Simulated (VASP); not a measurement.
Here is a VASP 6.6.1 calculation.

INCAR

```
SYSTEM = LiH
PREC = Accurate ; ENCUT = 520
EDIFF = 1E-7 ; ISMEAR = -1
SIGMA = 0.02 ; LREAL = .FALSE.
LASPH = .TRUE. ; NELM = 80
ALGO = Normal ; ISIF = 2
LWAVE = .FALSE. ; LCHARG = .TRUE.
GGA = PE ; LELF = .TRUE.
LVHAR = .TRUE. ; NBANDS = 9
```

File KPOINTS:

```
regular mesh
0
G
  10 10 10
  0 0 0
```

POSCAR

```
LiH
1.0
    0.0000000000      2.0202759106      2.2614527767
    2.0202759106      0.0000000000      2.2614527767
    2.0202759106      2.0202759106      0.0000000000
Li H
1 1
Direct
    0.0000000000      0.0000000000      0.0000000000
    0.2500000000      0.2500000000      0.2500000000
```

Potentials or basis: VASP PAW PBE potentials, release 64 (Li_sv, H).

Command:

```bash
$ cat potpaw_PBE.64/Li_sv/POTCAR potpaw_PBE.64/H/POTCAR > POTCAR
$ mpirun -np 1 vasp_std > vasp.out
```

(1) What does it give for the band gap on the k mesh?

## Answers

(1) 4.07 eV, indirect (least direct gap 5.34 eV).

Caveat: the cell differs from its parent crystal (epitaxial xy strain -5.8%).
